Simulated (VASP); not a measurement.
# Sc (P6_3/mmc) in VASP: a series of runs

Runs on Sc. Level: PBE. Tasks: single point.

Program: VASP 6.6.1. These are calculated values, not measurements. Logs are shortened: lines on timing, memory, paths and dates and some standing lists are left out, and cuts for length are marked.

### 1 The cell of the first run

It takes space group P6_3/mmc (No. 194, hexagonal). Conventional cell: a = 3.252 Å, b = 3.252 Å, c = 5.063 Å, α = 90.00°, β = 90.00°, γ = 120.00°. Within 4.1 Å of Sc (site symmetry -6m2) lie 12 Sc at 3.15 to 3.25 Å.

### 2 Single point, PBE (volume scaled by 0.9405)

INCAR

```
ALGO     = Normal         # electronic algorithm
EDIFF    = 1E-7           # SCF threshold, eV
ENCUT    = 520            # plane-wave cutoff, eV
GGA      = PE             # functional
ISIF     = 2              # what is computed and relaxed
ISMEAR   = -1             # smearing method
LASPH    = True           # aspherical terms in the spheres
LCHARG   = True           # write CHGCAR
LELF     = True           # ELF
LREAL    = False          # projectors in reciprocal space
LVHAR    = True         
LWAVE    = False          # write WAVECAR
NBANDS   = 18             # bands
NELM     = 60             # most SCF steps
PREC     = Accurate       # precision mode
SIGMA    = 0.05           # smearing width, eV
```

KPOINTS

```
k-points
0
Gamma
  15 15 8
```

POSCAR

```
Sc
1.0
    3.2521873335      0.0000000000      0.0000000000
   -1.6260936668      2.8164768486      0.0000000000
    0.0000000000      0.0000000000      5.0632546939
Sc
2
Direct
    0.3333333333      0.6666666667      0.2500000000
    0.6666666667      0.3333333333      0.7500000000
```

Potentials or basis: VASP PAW PBE potentials, release 64 (Sc_sv).

Run with:

```bash
$ cat potpaw_PBE.64/Sc_sv/POTCAR > POTCAR
$ mpirun -np 1 vasp_std > vasp.out
```

OUTCAR:

```text
EDIFF = 1E-7
   ENCUT = 520
   GGA = PE
   ISIF = 2
   ISMEAR = -1
   LASPH = True
   LREAL = False
   NELM = 60
   PREC = Accurate

 ion  position               nearest neighbor table
   1  0.333  0.667  0.250-   2 3.15   2 3.15   2 3.15   2 3.15   2 3.15   2 3.15
   2  0.667  0.333  0.750-   1 3.15   1 3.15   1 3.15   1 3.15   1 3.15   1 3.15

  LATTYP: Found a hexagonal cell.
 ALAT       =     3.2521873335
 C/A-ratio  =     1.5568767032

  Lattice vectors:

 A1 = (   3.2521873335,   0.0000000000,   0.0000000000)
 A2 = (  -1.6260936668,   2.8164768486,   0.0000000000)
 A3 = (   0.0000000000,   0.0000000000,   5.0632546939)

Analysis of symmetry for initial positions (statically):
=====================================================================
 Subroutine PRICEL returns:
 Original cell was already a primitive cell.

 Routine SETGRP: Setting up the symmetry group for a
 hexagonal supercell.

 Subroutine GETGRP returns: Found 24 space group operations
 (whereof 12 operations were pure point group operations)
 out of a pool of 24 trial point group operations.

The static configuration has the point symmetry D_3d.
 The point group associated with its full space group is D_6h.

Analysis of symmetry for dynamics (positions and initial velocities):
=====================================================================
 Subroutine PRICEL returns:
 Original cell was already a primitive cell.

 Routine SETGRP: Setting up the symmetry group for a
 hexagonal supercell.

 Subroutine GETGRP returns: Found 24 space group operations
 (whereof 12 operations were pure point group operations)
 out of a pool of 24 trial point group operations.

The dynamic configuration has the point symmetry D_3d.
 The point group associated with its full space group is D_6h.

 Subroutine INISYM returns: Found 24 space group operations
 (whereof 12 operations are pure point group operations),
 and found     1 'primitive' translations

----------------------------------------------------------------------------------------

                                     Primitive cell

  volume of cell :      46.3779

  direct lattice vectors                    reciprocal lattice vectors
     3.252187334  0.000000000  0.000000000     0.307485362  0.177526757  0.000000000
    -1.626093667  2.816476849  0.000000000     0.000000000  0.355053513  0.000000000
     0.000000000  0.000000000  5.063254694     0.000000000  0.000000000  0.197501422

  length of vectors
     3.252187334  3.252187333  5.063254694     0.355053513  0.355053513  0.197501422

  position of ions in fractional coordinates (direct lattice)
     0.333333333  0.666666667  0.250000000
     0.666666667  0.333333333  0.750000000

  ion indices of the primitive-cell ions
   primitive index   ion index
                 1           1
                 2           2

----------------------------------------------------------------------------------------

 KPOINTS: k-points

Automatic generation of k-mesh.
 Grid dimensions read from file:
 generate k-points for:   15   15    8

 Generating k-lattice:

  Cartesian coordinates                     Fractional coordinates (reciprocal lattice)
     0.020499024  0.011835117  0.000000000     0.066666667  0.000000000  0.000000000
     0.000000000  0.023670234  0.000000000     0.000000000  0.066666667  0.000000000
     0.000000000  0.000000000  0.024687678     0.000000000  0.000000000  0.125000000

  Length of vectors
     0.023670234  0.023670234  0.024687678

  Shift w.r.t. Gamma in fractional coordinates (k-lattice)
     0.000000000  0.000000000  0.000000000

 Subroutine IBZKPT returns following result:
 ===========================================

 Found    135 irreducible k-points:

 Following reciprocal coordinates:
            Coordinates               Weight
  0.000000  0.000000  0.000000      1.000000
  0.066667 -0.000000  0.000000      6.000000
  0.133333  0.000000  0.000000      6.000000
  0.200000 -0.000000  0.000000      6.000000
  0.266667  0.000000  0.000000      6.000000
  0.333333  0.000000  0.000000      6.000000
[... 16 lines left out ...]
  0.333333  0.200000  0.000000     12.000000
  0.400000  0.200000  0.000000      6.000000
 [... further k-points ...]
   k-points           NKPTS =    135   k-points in BZ     NKDIM =    135   number of bands    NBANDS=     18
   number of dos      NEDOS =    301   number of ions     NIONS =      2
   total plane-waves  NPLWV =  23040
   dimension x,y,z NGX =    24 NGY =   24 NGZ =   40
   dimension x,y,z NGXF=    48 NGYF=   48 NGZF=   80
   ions per type =               2
   NGX,Y,Z   is equivalent  to a cutoff of  12.27, 12.27, 13.13 a.u.
   NGXF,Y,Z  is equivalent  to a cutoff of  24.54, 24.54, 26.27 a.u.
 SYSTEM =  unknown system
   PREC   = accura    normal or accurate (medium, high low for compatibility)
   ISTART =      0    job   : 0-new  1-cont  2-samecut
   ICHARG =      2    charge: 1-file 2-atom 10-const
   ISPIN  =      1    spin polarized calculation?
   LNONCOLLINEAR =      F non collinear calculations
   LSORBIT =      F    spin-orbit coupling
   LASPH  =      T    aspherical Exc in radial PAW
   ENCUT  =  520.0 eV  38.22 Ry    6.18 a.u.   6.05  6.05  9.41*2*pi/ulx,y,z
   NELM   =     60;   NELMIN=  2; NELMDL= -5     # of ELM steps
   EDIFF  = 0.1E-06   stopping-criterion for ELM
   LREAL  =      F    real-space projection
   EDIFFG = 0.1E-05   stopping-criterion for IOM
   NSW    =      0    number of steps for IOM
   IBRION =     -1    ionic relax: 0-MD 1-quasi-New 2-CG
   NFREE  =      0    steps in history (QN), initial steepest desc. (CG)
   ISIF   =      2    stress and relaxation
   ISYM   =      2    0-nonsym 1-usesym 2-fastsym
   POTIM  = 0.5000    time-step for ionic-motion
   TEBEG  =    0.0;   TEEND  =   0.0 temperature during run
   PSTRESS=    0.0 pullay stress
   NELECT =      22.0000    total number of electrons
   NUPDOWN=      -1.0000    fix difference up-down
   EMIN   =  10.00;   EMAX   =-10.00  energy-range for DOS
   EFERMI =   0.00;   METHOD = LEGACY
   ISMEAR =    -1;   SIGMA  =   0.05  broadening in eV -4-tet -1-fermi 0-gaus
   EFERMI_NEDOS =   21; number of points for ismear=-14 and -15
   IALGO  =     38    algorithm
   IMIX   =      4    mixing-type and parameters
     AMIX     =   0.40;   BMIX     =  1.00
     AMIX_MAG =   1.60;   BMIX_MAG =  1.00
  volume/ion in A,a.u.               =      23.19       156.49
  Fermi-wavevector in a.u.,A,eV,Ry     =   1.276768  2.412741 22.179343  1.630136
  Thomas-Fermi vector in A             =   2.409405
   LORBIT       =      0    0 simple, 1 ext, 2 COOP (PROOUT), +10 PAW based schemes
   GGA     = PE    functional components
   LHFCALC =     F    Hartree Fock is set to
   AEXX    =    0.0000 exact exchange contribution
   IVDW    =     0    specifies the selected vdW correction
   LEPSILON=     F    determine dielectric tensor
   LRPA    =     F    only Hartree local field effects (RPA)
 non-spin polarized calculation
  energy-cutoff  :      520.00
  volume of cell :       46.38
 maximum number of plane-waves:      1274
   NGX = 13   NGY = 13   NGZ = 19

 number of electron      22.0000006 magnetization

 Free energy of the ion-electron system (eV)
  ---------------------------------------------------
  ext. energy  EPLUGINS =         0.00000000
  ---------------------------------------------------
  free energy    TOTEN  =       -12.48118441 eV

  energy without entropy =      -12.45005172  energy(sigma->0) =      -12.46561807

 E-fermi :   4.0441     XC(G=0): -10.1244

 val. band max:        4.0396966267   @ k =   0.4000   0.2000   0.3750
 cond. band min:       4.0606537949   @ k =   0.2667   0.0667   0.3750
 fundamental gap:      0.0209571682
 Fermi energy:         4.0440930001

 k-point     1 :       0.0000    0.0000    0.0000
  band No.  band energies     occupation
      1     -45.2158      2.00000
      2     -45.1236      2.00000
      3     -24.1030      2.00000
      4     -23.6804      2.00000
      5     -23.6804      2.00000
      6     -23.5998      2.00000
[... 10 lines left out ...]
     17       6.4918      0.00000
     18       6.4918      0.00000

 k-point     2 :       0.0667   -0.0000    0.0000
  band No.  band energies     occupation
      1     -45.2131      2.00000
      2     -45.1227      2.00000
      3     -24.0958      2.00000
      4     -23.6941      2.00000
      5     -23.6852      2.00000
      6     -23.6142      2.00000
[... 10 lines left out ...]
     17       6.4052      0.00000
     18       6.4257      0.00000

 k-point     3 :       0.1333    0.0000    0.0000
  band No.  band energies     occupation
      1     -45.2053      2.00000
      2     -45.1203      2.00000
      3     -24.0750      2.00000
      4     -23.7329      2.00000
      5     -23.6984      2.00000
      6     -23.6545      2.00000
[... 10 lines left out ...]
     17       6.3795      0.00000
     18       6.4666      0.00000

 k-point     4 :       0.2000   -0.0000    0.0000
  band No.  band energies     occupation
      1     -45.1936      2.00000
      2     -45.1170      2.00000
      3     -24.0424      2.00000
      4     -23.7907      2.00000
      5     -23.7172      2.00000
      6     -23.7124      2.00000
[... 10 lines left out ...]
     17       6.6591      0.00000
     18       6.7734      0.00000

 k-point     5 :       0.2667    0.0000    0.0000
  band No.  band energies     occupation
      1     -45.1794      2.00000
      2     -45.1138      2.00000
      3     -24.0012      2.00000
      4     -23.8576      2.00000
      5     -23.7768      2.00000
      6     -23.7381      2.00000
[... 10 lines left out ...]
     17       7.0048      0.00000
     18       7.1560      0.00000

 k-point     6 :       0.3333    0.0000    0.0000
  band No.  band energies     occupation
      1     -45.1648      2.00000
      2     -45.1119      2.00000
      3     -23.9556      2.00000
      4     -23.9222      2.00000
      5     -23.8366      2.00000
      6     -23.7575      2.00000
[... 10 lines left out ...]
     17       7.4364      0.00000
     18       7.5659      0.00000

 k-point     7 :       0.4000    0.0000    0.0000
  band No.  band energies     occupation
      1     -45.1520      2.00000
      2     -45.1117      2.00000
      3     -23.9729      2.00000
      4     -23.9121      2.00000
      5     -23.8822      2.00000
      6     -23.7724      2.00000
[... 10 lines left out ...]
     17       7.9523      0.00000
     18       7.9743      0.00000

 k-point     8 :       0.4667    0.0000    0.0000
  band No.  band energies     occupation
      1     -45.1440      2.00000
      2     -45.1126      2.00000
      3     -24.0006      2.00000
      4     -23.9068      2.00000
      5     -23.8822      2.00000
      6     -23.7804      2.00000
[... 10 lines left out ...]
     17       8.2310      0.00000
     18       8.4279      0.00000
[... 229 lines left out ...]
     17       7.9233      0.00000
     18       8.2783      0.00000

 k-point    20 :       0.4000    0.1333    0.0000
  band No.  band energies     occupation
      1     -45.1398      2.00000
      2     -45.1134      2.00000
      3     -23.9854      2.00000
      4     -23.8941      2.00000
      5     -23.8660      2.00000
      6     -23.8068      2.00000
[... 10 lines left out ...]
     17       8.0865      0.00000
     18       8.2791      0.00000

 k-point    21 :       0.2000    0.2000    0.0000
  band No.  band energies     occupation
      1     -45.1611      2.00000
      2     -45.1116      2.00000
      3     -23.9436      2.00000
      4     -23.8857      2.00000
      5     -23.8749      2.00000
      6     -23.7526      2.00000
[... 10 lines left out ...]
     17       7.5402      0.00000
     18       7.9717      0.00000

 k-point    22 :       0.2667    0.2000    0.0000
  band No.  band energies     occupation
      1     -45.1486      2.00000
      2     -45.1118      2.00000
      3     -23.9305      2.00000
      4     -23.9003      2.00000
      5     -23.8875      2.00000
      6     -23.7853      2.00000
[... 10 lines left out ...]
     17       7.9201      0.00000
     18       8.2294      0.00000

 k-point    23 :       0.3333    0.2000    0.0000
  band No.  band energies     occupation
      1     -45.1384      2.00000
      2     -45.1137      2.00000
      3     -23.9610      2.00000
      4     -23.8859      2.00000
      5     -23.8608      2.00000
      6     -23.8186      2.00000
[... 10 lines left out ...]
     17       8.0997      0.00000
     18       8.2124      0.00000

 k-point    24 :       0.4000    0.2000    0.0000
  band No.  band energies     occupation
      1     -45.1339      2.00000
      2     -45.1153      2.00000
      3     -23.9716      2.00000
      4     -23.8800      2.00000
      5     -23.8417      2.00000
      6     -23.8359      2.00000
[... 10 lines left out ...]
     17       8.0847      0.00000
     18       8.2117      0.00000

 [... further k-points ...]

------------------------ aborting loop because EDIFF is reached ----------------------------------------

  FORCE on cell =-STRESS in cart. coord.  units (eV):
  Direction    XX          YY          ZZ          XY          YZ          ZX
  --------------------------------------------------------------------------------------
  -------------------------------------------------------------------------------------
  Total        1.0934107      1.0934107      1.0241570     -0.0000000      0.0000000      0.0000000
  in kB       37.7730806     37.7730806     35.3806319     -0.0000000      0.0000000      0.0000000
  external PRESSURE =      36.9755977 kB  Pullay stress =       0.0000000 kB

 VOLUME and BASIS-vectors are now :
 -----------------------------------------------------------------------------
  energy-cutoff  :      520.00
  volume of cell :       46.38
      direct lattice vectors                 reciprocal lattice vectors
     3.252187334  0.000000000  0.000000000     0.307485362  0.177526757  0.000000000
    -1.626093667  2.816476849  0.000000000     0.000000000  0.355053513  0.000000000
     0.000000000  0.000000000  5.063254694     0.000000000  0.000000000  0.197501422

 POSITION                                       TOTAL-FORCE (eV/Angst)
 -----------------------------------------------------------------------------------
     -0.00000      1.87765      1.26581         0.000000      0.000000      0.000000
      1.62609      0.93883      3.79744        -0.000000      0.000000      0.000000
 -----------------------------------------------------------------------------------
    total drift:                                0.000000     -0.000000      0.000000

  FREE ENERGIE OF THE ION-ELECTRON SYSTEM (eV)
  ---------------------------------------------------
  free  energy   TOTEN  =       -12.4811844117 eV

  energy  without entropy=      -12.4500517231  energy(sigma->0) =      -12.46561807
```

Wall time 70 s (1 thread of Intel Xeon Platinum 8259CL at 2.50GHz (Skylake/Cascade Lake), shared host); peak memory 0.22 GiB.

What came out:

```yaml
Free_energy: -12.4812 eV
Pressure: 3.7 GPa
Band_gap_on_the_k_mesh: zero (band 11 reaches 5.06 eV, above the bottom of band 12 at 3.47 eV)
```

Stress tensor (GPa, compression positive):
```
3.78 0.00 0.00
0.00 3.78 0.00
0.00 0.00 3.54
```

Levels at points of the mesh, in eV from the Fermi level:
```tsv
k point	band 9	band 10	band 11	band 12	band 13	band 14
(0.00, 0.00, 0.00)	-5.24	-1.72	0.76	1.67	1.67	1.95
(0.00, 0.00, 0.50)	-3.62	-3.62	1.02	1.02	1.58	1.58
```

(Continued in part 2 of 3.)
